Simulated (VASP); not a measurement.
Input of a VASP 6.6.1 run:

Contents of INCAR:

```
  PREC = Accurate
  ENCUT = 600
  EDIFF = 1E-6
  ISMEAR = 0
  SIGMA = 0.1
  LREAL = False
  LASPH = True
  NELM = 200
  ALGO = Normal
  ISIF = 2
  LWAVE = False
  LCHARG = False
  ISPIN = 2
  MAGMOM = 0 1 1 1
  LORBIT = 11
  GGA = PE
  NBANDS = 23
  GGA_COMPAT = False
```

File KPOINTS:

```
Automatic mesh
0
Gamma
  8 8 8
```

The input POSCAR:

```
SiO3
1.0
   -1.6157464345      1.6157464345      3.6091998276
    1.6157464345     -1.6157464345      3.6091998276
    1.6157464345      1.6157464345     -3.6091998276
Si O
1 3
Direct
    0.0000000000      0.0000000000      0.0000000000
    0.5000000000      0.5000000000      0.0000000000
    0.2500000000      0.7500000000      0.5000000000
    0.7500000000      0.2500000000      0.5000000000
```

Potentials or basis: VASP PAW PBE potentials, release 64 (Si, O).

The run is started by

```bash
$ cat potpaw_PBE.64/Si/POTCAR potpaw_PBE.64/O/POTCAR > POTCAR
$ mpirun -np 1 vasp_std > vasp.out
```

Q: What does it give for the site moments?

A: Si -0.04; O +0.44, +0.72 (each value once) μB.

Q: Predict the net moment.

A: 2.05 μB per cell.

Q: What does it give for the pressure?

A: -16.4 GPa.

Stress tensor (GPa, compression positive):
```
-17.96   0.00   0.00
  0.00 -17.96   0.00
  0.00   0.00 -13.31
```

Caveat: the cell stands under tension.
